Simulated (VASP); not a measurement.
**K: single point with PBEsol**

K:

```
K
1.0
    -2.61800    2.61800    2.67036
     2.61800   -2.61800    2.67036
     2.61800    2.61800   -2.67036
K
1
Direct
  0.00000 0.00000 0.00000
```

This cell differs from its parent crystal: zz strain of +2 %.

| Item | Value |
| --- | --- |
| Program | VASP 6.6.1 |
| Task | single point |
| Functional | PBEsol |
| Potentials or basis | VASP PAW PBE potentials, release 64 (K_sv) |
| Cutoff | 520 eV |
| k mesh | 10 × 10 × 10 |
| Occupations | fermi-dirac, width 0.08 eV |
| Spin | no spin polarisation |

The pressure is -0.1 GPa.

Levels at points of the mesh, in eV from the Fermi level:
| k point | band 3 | band 4 | band 5 | band 6 | band 7 | band 8 |
| --- | --- | --- | --- | --- | --- | --- |
| (0.00, 0.00, 0.00) | -15.50 | -15.50 | -2.16 | 4.27 | 4.27 | 4.37 |
| (0.50, 0.00, 0.00) | -15.52 | -15.50 | 0.43 | 0.67 | 3.21 | 4.86 |
| (0.50, 0.50, 0.00) | -15.52 | -15.50 | 0.47 | 0.72 | 3.09 | 4.93 |
| (0.50, 0.50, 0.50) | -15.55 | -15.55 | 1.64 | 1.71 | 3.33 | 3.56 |

Wall time 20 s on 1 thread of Intel(R) Xeon(R) 6975P-C (Granite Rapids) (shared host), peak memory 0.23 GiB.

Caveat: the cell differs from its parent crystal (zz strain of +2 %); the PAW data sets were made with another functional, which shifts forces and pressure a little.
